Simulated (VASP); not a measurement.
# InSb (Pmmn) in VASP: a series of runs

The runs below take InSb through single point, with PBE.

Everything below comes from runs of VASP 6.6.1. Logs are shortened: lines on timing, memory, paths and dates and some standing lists are left out, and cuts for length are marked.

## (1) The cell of the first run

The structure is orthorhombic, space group Pmmn (No. 59). The conventional cell has a = 5.920 Å, b = 5.938 Å, c = 3.222 Å, α = 90.00°, β = 90.00°, γ = 90.00°. In (site symmetry mm2) has 8 Sb at 3.09 to 3.79 Å and 6 In at 3.22 to 4.19 Å within 4.2 Å. Sb (site symmetry mm2) has 8 In at 3.09 to 3.79 Å and 2 Sb at 3.22 Å within 4.1 Å.

## (2) Single point, PBE

INCAR

```
SYSTEM = InSb
PREC     = Accurate       ! precision mode
ENCUT    = 520            ! plane-wave cutoff, eV
EDIFF    = 1E-6           ! SCF threshold, eV
ISMEAR   = 0              ! smearing method
SIGMA    = 0.1            ! smearing width, eV
LREAL    = .FALSE.        ! projectors in reciprocal space
LASPH    = .TRUE.         ! aspherical terms in the spheres
NELM     = 80             ! most SCF steps
ALGO     = Normal         ! electronic algorithm
ISIF     = 2              ! what is computed and relaxed
LWAVE    = .FALSE.        ! write WAVECAR
LCHARG   = .FALSE.        ! write CHGCAR
GGA      = PE             ! functional
NBANDS   = 26             ! bands
```

KPOINTS

```
Automatic mesh
0
Gamma
  4 4 8
  0.5 0.5 0.5
```

POSCAR

```
InSb
1.0
    5.9204200000      0.0000000000      0.0000000000
    0.0000000000      5.9380040000      0.0000000000
    0.0000000000      0.0000000000      3.2224990000
In Sb
2 2
Direct
    0.0000000000      0.0000000000      0.0088050000
    0.5000000000      0.5000000000      0.9911950000
    0.0000000000      0.5000000000      0.2769970000
    0.5000000000      0.0000000000      0.7230030000
```

Potentials or basis: VASP PAW PBE potentials, release 64 (In_d, Sb).

Launch:

```
$ cat potpaw_PBE.64/In_d/POTCAR potpaw_PBE.64/Sb/POTCAR > POTCAR
$ mpirun -np 1 vasp_std > vasp.out
```

OUTCAR:

```text
SYSTEM = InSb
   PREC = Accurate
   ENCUT = 520
   EDIFF = 1E-6
   ISMEAR = 0
   LREAL = .FALSE.
   LASPH = .TRUE.
   NELM = 80
   ISIF = 2
   GGA = PE

 ion  position               nearest neighbor table
   1  0.000  0.000  0.009-   3 3.09   3 3.09   4 3.10   4 3.10   4 3.75   4 3.75   3 3.79   3 3.79

   2  0.500  0.500  0.991-   4 3.09   4 3.09   3 3.10   3 3.10   3 3.75   3 3.75   4 3.79   4 3.79

   3  0.000  0.500  0.277-   1 3.09   1 3.09   2 3.10   2 3.10   2 3.75   2 3.75   1 3.79   1 3.79

   4  0.500  0.000  0.723-   2 3.09   2 3.09   1 3.10   1 3.10   1 3.75   1 3.75   2 3.79   2 3.79

  LATTYP: Found a simple orthorhombic cell.
 ALAT       =     3.2224990000
 B/A-ratio  =     1.8372139138
 C/A-ratio  =     1.8426705485

  Lattice vectors:

 A1 = (   0.0000000000,   0.0000000000,   3.2224990000)
 A2 = (   5.9204200000,   0.0000000000,   0.0000000000)
 A3 = (   0.0000000000,   5.9380040000,   0.0000000000)

Analysis of symmetry for initial positions (statically):
=====================================================================
 Subroutine PRICEL returns:
 Original cell was already a primitive cell.

 Routine SETGRP: Setting up the symmetry group for a
 simple orthorhombic supercell.

 Subroutine GETGRP returns: Found  8 space group operations
 (whereof  4 operations were pure point group operations)
 out of a pool of  8 trial point group operations.

The static configuration has the point symmetry C_2v.
 The point group associated with its full space group is D_2h.

Analysis of symmetry for dynamics (positions and initial velocities):
=====================================================================
 Subroutine PRICEL returns:
 Original cell was already a primitive cell.

 Routine SETGRP: Setting up the symmetry group for a
 simple orthorhombic supercell.

 Subroutine GETGRP returns: Found  8 space group operations
 (whereof  4 operations were pure point group operations)
 out of a pool of  8 trial point group operations.

The dynamic configuration has the point symmetry C_2v.
 The point group associated with its full space group is D_2h.

 Subroutine INISYM returns: Found  8 space group operations
 (whereof  4 operations are pure point group operations),
 and found     1 'primitive' translations

----------------------------------------------------------------------------------------

                                     Primitive cell

  volume of cell :     113.2885

  direct lattice vectors                    reciprocal lattice vectors
     5.920420000  0.000000000  0.000000000     0.168906936  0.000000000  0.000000000
     0.000000000  5.938004000  0.000000000     0.000000000  0.168406758  0.000000000
     0.000000000  0.000000000  3.222499000     0.000000000  0.000000000  0.310318172

  length of vectors
     5.920420000  5.938004000  3.222499000     0.168906936  0.168406758  0.310318172

  position of ions in fractional coordinates (direct lattice)
     0.000000000  0.000000000  0.008805000
     0.500000000  0.500000000  0.991195000
     0.000000000  0.500000000  0.276997000
     0.500000000  0.000000000  0.723003000

  ion indices of the primitive-cell ions
   primitive index   ion index
                 1           1
                 2           2
                 3           3
                 4           4

----------------------------------------------------------------------------------------

 KPOINTS: Automatic mesh

Automatic generation of k-mesh.
 Grid dimensions read from file:
 generate k-points for:    4    4    8

 Generating k-lattice:

  Cartesian coordinates                     Fractional coordinates (reciprocal lattice)
     0.042226734  0.000000000  0.000000000     0.250000000  0.000000000  0.000000000
     0.000000000  0.042101689  0.000000000     0.000000000  0.250000000  0.000000000
     0.000000000  0.000000000  0.038789772     0.000000000  0.000000000  0.125000000

  Length of vectors
     0.042226734  0.042101689  0.038789772

  Shift w.r.t. Gamma in fractional coordinates (k-lattice)
     0.500000000  0.500000000  0.500000000

 Subroutine IBZKPT returns following result:
 ===========================================

 Found     16 irreducible k-points:

 Following reciprocal coordinates:
            Coordinates               Weight
  0.125000  0.125000  0.062500      8.000000
  0.375000  0.125000  0.062500      8.000000
  0.125000  0.375000  0.062500      8.000000
  0.375000  0.375000  0.062500      8.000000
  0.125000  0.125000  0.187500      8.000000
  0.375000  0.125000  0.187500      8.000000
[... 8 lines left out ...]
  0.125000  0.375000  0.437500      8.000000
  0.375000  0.375000  0.437500      8.000000
   k-points           NKPTS =     16   k-points in BZ     NKDIM =     16   number of bands    NBANDS=     26
   number of dos      NEDOS =    301   number of ions     NIONS =      4
   total plane-waves  NPLWV =  55296
   dimension x,y,z NGX =    48 NGY =   48 NGZ =   24
   dimension x,y,z NGXF=    96 NGYF=   96 NGZF=   48
   ions per type =               2   2
   NGX,Y,Z   is equivalent  to a cutoff of  13.48, 13.44, 12.38 a.u.
   NGXF,Y,Z  is equivalent  to a cutoff of  26.96, 26.88, 24.76 a.u.
 SYSTEM =  InSb
   PREC   = accura    normal or accurate (medium, high low for compatibility)
   ISTART =      0    job   : 0-new  1-cont  2-samecut
   ICHARG =      2    charge: 1-file 2-atom 10-const
   ISPIN  =      1    spin polarized calculation?
   LNONCOLLINEAR =      F non collinear calculations
   LSORBIT =      F    spin-orbit coupling
   LASPH  =      T    aspherical Exc in radial PAW
   ENCUT  =  520.0 eV  38.22 Ry    6.18 a.u.  11.01 11.04  5.99*2*pi/ulx,y,z
   NELM   =     80;   NELMIN=  2; NELMDL= -5     # of ELM steps
   EDIFF  = 0.1E-05   stopping-criterion for ELM
   LREAL  =      F    real-space projection
   EDIFFG = 0.1E-04   stopping-criterion for IOM
   NSW    =      0    number of steps for IOM
   IBRION =     -1    ionic relax: 0-MD 1-quasi-New 2-CG
   NFREE  =      0    steps in history (QN), initial steepest desc. (CG)
   ISIF   =      2    stress and relaxation
   ISYM   =      2    0-nonsym 1-usesym 2-fastsym
   POTIM  = 0.5000    time-step for ionic-motion
   TEBEG  =    0.0;   TEEND  =   0.0 temperature during run
   PSTRESS=    0.0 pullay stress
   NELECT =      36.0000    total number of electrons
   NUPDOWN=      -1.0000    fix difference up-down
   EMIN   =  10.00;   EMAX   =-10.00  energy-range for DOS
   EFERMI =   0.00;   METHOD = LEGACY
   ISMEAR =     0;   SIGMA  =   0.10  broadening in eV -4-tet -1-fermi 0-gaus
   EFERMI_NEDOS =   21; number of points for ismear=-14 and -15
   IALGO  =     38    algorithm
   IMIX   =      4    mixing-type and parameters
     AMIX     =   0.40;   BMIX     =  1.00
     AMIX_MAG =   1.60;   BMIX_MAG =  1.00
  volume/ion in A,a.u.               =      28.32       191.13
  Fermi-wavevector in a.u.,A,eV,Ry     =   1.117156  2.111118 16.980574  1.248037
  Thomas-Fermi vector in A             =   2.253776
   LORBIT       =      0    0 simple, 1 ext, 2 COOP (PROOUT), +10 PAW based schemes
   GGA     = PE    functional components
   LHFCALC =     F    Hartree Fock is set to
   AEXX    =    0.0000 exact exchange contribution
   IVDW    =     0    specifies the selected vdW correction
   LEPSILON=     F    determine dielectric tensor
   LRPA    =     F    only Hartree local field effects (RPA)
 non-spin polarized calculation
 Gauss-broadening in eV      SIGMA  =   0.10
  energy-cutoff  :      520.00
  volume of cell :      113.29
 maximum number of plane-waves:      3077
 NGX is ok and might be reduce to    48
   NGX = 23   NGY = 23   NGZ = 11

 number of electron      36.0000004 magnetization

 Free energy of the ion-electron system (eV)
  ---------------------------------------------------
  ext. energy  EPLUGINS =         0.00000000
  ---------------------------------------------------
  free energy    TOTEN  =       -13.31964748 eV

  energy without entropy =      -13.30075647  energy(sigma->0) =      -13.31020197

 E-fermi :   7.1212     XC(G=0):  -9.8745

 val. band max:        7.1186230046   @ k =   0.1250   0.3750   0.4375
 cond. band min:       7.1310189211   @ k =   0.3750   0.1250   0.3125
 fundamental gap:      0.0123959164
 Fermi energy:         7.1211669601

 k-point     1 :       0.1250    0.1250    0.0625
  band No.  band energies     occupation
      1      -7.5819      2.00000
      2      -7.5539      2.00000
      3      -7.4690      2.00000
      4      -7.3613      2.00000
      5      -7.3553      2.00000
      6      -7.2956      2.00000
[... 18 lines left out ...]
     25      14.5833      0.00000
     26      14.8181      0.00000

 k-point     2 :       0.3750    0.1250    0.0625
  band No.  band energies     occupation
      1      -7.5718      2.00000
      2      -7.5603      2.00000
      3      -7.4262      2.00000
      4      -7.3783      2.00000
      5      -7.3434      2.00000
      6      -7.3163      2.00000
[... 18 lines left out ...]
     25      13.6676      0.00000
     26      14.0222      0.00000

 k-point     3 :       0.1250    0.3750    0.0625
  band No.  band energies     occupation
      1      -7.5717      2.00000
      2      -7.5602      2.00000
      3      -7.4261      2.00000
      4      -7.3782      2.00000
      5      -7.3435      2.00000
      6      -7.3164      2.00000
[... 18 lines left out ...]
     25      13.6967      0.00000
     26      14.0362      0.00000

 k-point     4 :       0.3750    0.3750    0.0625
  band No.  band energies     occupation
      1      -7.5671      2.00000
      2      -7.5623      2.00000
      3      -7.4004      2.00000
      4      -7.3800      2.00000
      5      -7.3363      2.00000
      6      -7.3251      2.00000
[... 18 lines left out ...]
     25      13.8967      0.00000
     26      13.9743      0.00000

 k-point     5 :       0.1250    0.1250    0.1875
  band No.  band energies     occupation
      1      -7.4807      2.00000
      2      -7.4498      2.00000
      3      -7.4458      2.00000
      4      -7.3547      2.00000
      5      -7.3500      2.00000
      6      -7.3261      2.00000
[... 18 lines left out ...]
     25      13.0782      0.00000
     26      14.0089      0.00000

 k-point     6 :       0.3750    0.1250    0.1875
  band No.  band energies     occupation
      1      -7.4684      2.00000
      2      -7.4543      2.00000
      3      -7.4130      2.00000
      4      -7.3712      2.00000
      5      -7.3377      2.00000
      6      -7.3254      2.00000
[... 195 lines left out ...]
 k-point    13 :       0.1250    0.1250    0.4375
  band No.  band energies     occupation
      1      -7.4403      2.00000
      2      -7.4326      2.00000
      3      -7.4228      2.00000
      4      -7.4127      2.00000
      5      -7.4041      2.00000
      6      -7.3385      2.00000
[... 18 lines left out ...]
     25      11.2488      0.00000
     26      11.4212      0.00000

 k-point    14 :       0.3750    0.1250    0.4375
  band No.  band energies     occupation
      1      -7.4419      2.00000
      2      -7.4349      2.00000
      3      -7.4236      2.00000
      4      -7.4154      2.00000
      5      -7.3787      2.00000
      6      -7.3509      2.00000
[... 18 lines left out ...]
     25      11.8595      0.00000
     26      12.0498      0.00000

 k-point    15 :       0.1250    0.3750    0.4375
  band No.  band energies     occupation
      1      -7.4406      2.00000
      2      -7.4333      2.00000
      3      -7.4244      2.00000
      4      -7.4163      2.00000
      5      -7.3791      2.00000
      6      -7.3511      2.00000
[... 18 lines left out ...]
     25      11.8655      0.00000
     26      12.0168      0.00000

 k-point    16 :       0.3750    0.3750    0.4375
  band No.  band energies     occupation
      1      -7.4509      2.00000
      2      -7.4480      2.00000
      3      -7.4118      2.00000
      4      -7.4082      2.00000
      5      -7.3663      2.00000
      6      -7.3544      2.00000
[... 18 lines left out ...]
     25      11.8006      0.00000
     26      11.8302      0.00000

------------------------ aborting loop because EDIFF is reached ----------------------------------------

  FORCE on cell =-STRESS in cart. coord.  units (eV):
  Direction    XX          YY          ZZ          XY          YZ          ZX
  --------------------------------------------------------------------------------------
  -------------------------------------------------------------------------------------
  Total        0.6248479      0.9783260     -1.5240898      0.0000000      0.0000000      0.0000000
  in kB        8.8368836     13.8359308    -21.5543707      0.0000000      0.0000000      0.0000000
  external PRESSURE =       0.3728146 kB  Pullay stress =       0.0000000 kB

 VOLUME and BASIS-vectors are now :
 -----------------------------------------------------------------------------
  energy-cutoff  :      520.00
  volume of cell :      113.29
      direct lattice vectors                 reciprocal lattice vectors
     5.920420000  0.000000000  0.000000000     0.168906936  0.000000000  0.000000000
     0.000000000  5.938004000  0.000000000     0.000000000  0.168406758  0.000000000
     0.000000000  0.000000000  3.222499000     0.000000000  0.000000000  0.310318172

 POSITION                                       TOTAL-FORCE (eV/Angst)
 -----------------------------------------------------------------------------------
      0.00000      0.00000      0.02837         0.000000      0.000000      0.015372
      2.96021      2.96900      3.19412         0.000000      0.000000     -0.015372
      0.00000      2.96900      0.89262         0.000000      0.000000     -0.120039
      2.96021      0.00000      2.32988         0.000000      0.000000      0.120039
 -----------------------------------------------------------------------------------
    total drift:                                0.000000      0.000000      0.000000

  FREE ENERGIE OF THE ION-ELECTRON SYSTEM (eV)
  ---------------------------------------------------
  free  energy   TOTEN  =       -13.3196474772 eV

  energy  without entropy=      -13.3007564692  energy(sigma->0) =      -13.31020197
```

Wall time 40 s (1 thread of Intel Xeon 6975P-C (Granite Rapids), shared host); peak memory 0.24 GiB.

Results:

* Free energy: -13.3196 eV
* Pressure: 0.0 GPa
* Largest force: 0.120 eV/Å
* Band gap on the k mesh: zero (bands 18 and 19 overlap by 1.98 eV)

Forces on the atoms (eV/Å):
```
In   0.000  0.000  0.015
In   0.000  0.000 -0.015
Sb   0.000  0.000 -0.120
Sb   0.000  0.000  0.120
```

Levels at points of the mesh, in eV from the Fermi level:
| k point | band 14 | band 15 | band 16 | band 17 | band 18 | band 19 | band 20 | band 21 | band 22 | band 23 |
| --- | --- | --- | --- | --- | --- | --- | --- | --- | --- | --- |
| (0.12, 0.12, 0.06) | -4.33 | -4.11 | -3.55 | -1.83 | -1.19 | 2.79 | 3.76 | 3.82 | 5.36 | 5.72 |

Caveat: spin-orbit coupling is left out, which moves the levels of the heavy elements.

## (3) Single point, PBE

INCAR

```
PREC = Accurate
ENCUT = 520
EDIFF = 1E-6
ISMEAR = 0
SIGMA = 0.1
LREAL = False
LASPH = True
NELM = 60
ALGO = Normal
ISIF = 2
LWAVE = False
LCHARG = False
GGA = PE
NBANDS = 26
```

KPOINTS

```
regular mesh
0
Gamma
  4 4 6
```

POSCAR is that of step 2.

Potentials or basis: VASP PAW PBE potentials, release 64 (In_d, Sb).

Launch:

```
$ cat potpaw_PBE.64/In_d/POTCAR potpaw_PBE.64/Sb/POTCAR > POTCAR
$ mpirun -np 1 vasp_std > vasp.out
```

OUTCAR:

```text
PREC = Accurate
   ENCUT = 520
   EDIFF = 1E-6
   ISMEAR = 0
   LREAL = False
   LASPH = True
   NELM = 60
   ISIF = 2
   GGA = PE

 ion  position               nearest neighbor table
   1  0.000  0.000  0.009-   3 3.09   3 3.09   4 3.10   4 3.10   4 3.75   4 3.75   3 3.79   3 3.79

   2  0.500  0.500  0.991-   4 3.09   4 3.09   3 3.10   3 3.10   3 3.75   3 3.75   4 3.79   4 3.79

   3  0.000  0.500  0.277-   1 3.09   1 3.09   2 3.10   2 3.10   2 3.75   2 3.75   1 3.79   1 3.79

   4  0.500  0.000  0.723-   2 3.09   2 3.09   1 3.10   1 3.10   1 3.75   1 3.75   2 3.79   2 3.79

  LATTYP: Found a simple orthorhombic cell.
 ALAT       =     3.2224990000
 B/A-ratio  =     1.8372139138
 C/A-ratio  =     1.8426705485

  Lattice vectors:

 A1 = (   0.0000000000,   0.0000000000,   3.2224990000)
 A2 = (   5.9204200000,   0.0000000000,   0.0000000000)
 A3 = (   0.0000000000,   5.9380040000,   0.0000000000)

Analysis of symmetry for initial positions (statically):
=====================================================================
 Subroutine PRICEL returns:
[... 177 lines left out ...]

 E-fermi :   7.4305     XC(G=0):  -9.8712

 val. band max:        7.2757266070   @ k =   0.5000   0.0000   0.0000
 cond. band min:       7.4558898209   @ k =   0.0000   0.0000   0.1667
 fundamental gap:      0.1801632140
 Fermi energy:         7.4304986270

 k-point     1 :       0.0000    0.0000    0.0000
  band No.  band energies     occupation
      1      -7.6546      2.00000
      2      -7.6234      2.00000
      3      -7.5274      2.00000
      4      -7.4125      2.00000
      5      -7.3959      2.00000
      6      -7.3356      2.00000
[... 685 lines left out ...]
     25      11.8934      0.00000
     26      11.8934      0.00000

 [... further k-points ...]

------------------------ aborting loop because EDIFF is reached ----------------------------------------

  FORCE on cell =-STRESS in cart. coord.  units (eV):
  Direction    XX          YY          ZZ          XY          YZ          ZX
  --------------------------------------------------------------------------------------
  -------------------------------------------------------------------------------------
  Total        1.2990997      1.2786936     -1.9061484      0.0000000      0.0000000      0.0000000
  in kB       18.3724588     18.0838666    -26.9576175      0.0000000      0.0000000      0.0000000
  external PRESSURE =       3.1662360 kB  Pullay stress =       0.0000000 kB

 VOLUME and BASIS-vectors are now :
 -----------------------------------------------------------------------------
  energy-cutoff  :      520.00
  volume of cell :      113.29
      direct lattice vectors                 reciprocal lattice vectors
     5.920420000  0.000000000  0.000000000     0.168906936  0.000000000  0.000000000
     0.000000000  5.938004000  0.000000000     0.000000000  0.168406758  0.000000000
     0.000000000  0.000000000  3.222499000     0.000000000  0.000000000  0.310318172

 POSITION                                       TOTAL-FORCE (eV/Angst)
 -----------------------------------------------------------------------------------
      0.00000      0.00000      0.02837         0.000000      0.000000     -0.010986
      2.96021      2.96900      3.19412         0.000000      0.000000      0.010986
      0.00000      2.96900      0.89262         0.000000      0.000000     -0.006339
      2.96021      0.00000      2.32988         0.000000      0.000000      0.006339
 -----------------------------------------------------------------------------------
    total drift:                                0.000000      0.000000      0.000000

  FREE ENERGIE OF THE ION-ELECTRON SYSTEM (eV)
  ---------------------------------------------------
  free  energy   TOTEN  =       -13.3878310247 eV

  energy  without entropy=      -13.3802110556  energy(sigma->0) =      -13.38402104
```

stdout:

```text
POSCAR found type information on POSCAR InSb
 POSCAR found :  2 types and       4 ions
 scaLAPACK will be used
 LDA part: xc-table for (Slater+PW92), standard interpolation
 POSCAR, INCAR and KPOINTS ok, starting setup
 FFT: planning ... GRIDC
 FFT: planning ... GRID_SOFT
 FFT: planning ... GRID
 WAVECAR not read
 entering main loop
```

Wall time 77 s (1 thread of Intel Xeon 6975P-C (Granite Rapids), shared host); peak memory 0.28 GiB.

Results:

- Free energy: -13.3878 eV
- Pressure: 0.3 GPa
- Largest force: 0.011 eV/Å
- Band gap on the k mesh: zero (bands 18 and 19 overlap by 2.66 eV)

Forces in eV/Å, atoms in the order of the input:
```
In   0.000  0.000 -0.011
In   0.000  0.000  0.011
Sb   0.000  0.000 -0.006
Sb   0.000  0.000  0.006
```

Caveat: spin-orbit coupling is left out, which moves the levels of the heavy elements.
